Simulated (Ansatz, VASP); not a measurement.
Si: VASP beside Ansatz

```
Si
1.0
     0.00000    2.70073    2.70073
     2.70073    0.00000    2.70073
     2.70073    2.70073    0.00000
Si
2
Direct
  0.00000 0.00000 0.00000
  0.25000 0.25000 0.25000
```

Alike in both runs: functional LDA; k mesh 12 × 12 × 12; occupations gaussian, width 0.02 eV; no spin polarisation.

Ansatz relaxed the structure, and its values are those at the end. VASP's run is a single point on that final structure, the one shown.

|  | VASP | Ansatz |
| --- | --- | --- |
| version | VASP 6.6.1 | Ansatz 0.2.0 |
| potentials or method | VASP PAW LDA potentials, release 64 (Si), cutoff 500 eV | scalar-relativistic, plane waves, PAW |
| valence electrons in the cell | 8 | 8 |

Ansatz gave:

| Quantity | Value |
| --- | --- |
| gap on the k mesh at the Fermi level (eV) | 0.44 |
| least direct gap on the mesh (eV) | 2.53 |
| pressure (GPa) | 0.0 |

Which values does VASP return?

gap on the k mesh at the Fermi level (eV): 0.44; least direct gap on the mesh (eV): 2.53; pressure (GPa): 0.1.

Ansatz warns that its potentials were made for another functional, while VASP's fit it. LDA's correlation is that of Perdew and Zunger in VASP and of Perdew and Wang (1992) in Ansatz.
